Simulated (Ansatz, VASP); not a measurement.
## One calculation of TaN, two programs

File INCAR:

```
SYSTEM = TaN
PREC = Accurate ; ENCUT = 520
EDIFF = 1E-6 ; ISMEAR = 0
SIGMA = 0.15 ; LREAL = .FALSE.
LASPH = .TRUE. ; NELM = 60
ALGO = Normal ; ISIF = 2
LWAVE = .FALSE. ; LCHARG = .FALSE.
GGA = PS ; NBANDS = 15
```

The input KPOINTS:

```
regular mesh
0
G
  21 21 18
  0 0 0
```

Contents of POSCAR:

```
TaN
1.0
    3.0023310700      0.0000000000      0.0000000000
   -1.5011655350      2.6000949772      0.0000000000
    0.0000000000      0.0000000000      2.8317986653
Ta N
1 1
Direct
    0.3333333333      0.6666666667      0.5000000000
    0.0000000000      0.0000000000      0.0000000000
```

Input for Ansatz:

```yaml
crystal:
  lattice:
    - [3.00233107, 0.0, 0.0]
    - [-1.501165535, 2.6000949772, 0.0]
    - [0.0, 0.0, 2.8317986653]
  atoms:
    - { symbol: Ta, position: [0.3333333333, 0.6666666667, 0.5] }
    - { symbol: "N", position: [0.0, 0.0, 0.0] }
basis:
  ecutwfc: 520.0
kpoints:
  mp_grid: { grid: [21, 21, 18] }
hamiltonian:
  xc: pbesol
scf:
  occupations: { method: gaussian, width: 0.15 }
output:
  forces: true
  stress: true
  eigenvalues: true
```

Alike in both runs: task single point; functional PBEsol; k mesh 21 × 21 × 18; occupations gaussian, width 0.15 eV; no spin polarisation.

|  | VASP | Ansatz |
| --- | --- | --- |
| version | VASP 6.6.1 | Ansatz 0.2.0 |
| potentials or method | VASP PAW PBE potentials, release 64 (Ta_pv, N), cutoff 520 eV | scalar-relativistic, plane waves, PAW |
| valence electrons in the cell | 16 | 18 |

VASP gave:

| Quantity | Value |
| --- | --- |
| gap on the k mesh at the Fermi level (eV) | none |
| pressure (GPa) | -11.1 |
| traceless stress, the component that is largest in VASP (GPa) | 15.51 |

Task: What did Ansatz give for the same quantities?

Result: gap on the k mesh at the Fermi level (eV): none; pressure (GPa): -11.7; traceless stress, the component that is largest in VASP (GPa): 15.38.

VASP's potentials were made for PBE, not for PBEsol. A gap of «none» marks a metal or a gap that the smearing closes. With one functional, cell and mesh, what is left measures potentials, basis and numerics. VASP's potentials hold 16 valence electrons a cell and Ansatz's 18, so a difference there can come from the potentials and not from the codes.

Neither program's run includes spin-orbit coupling.
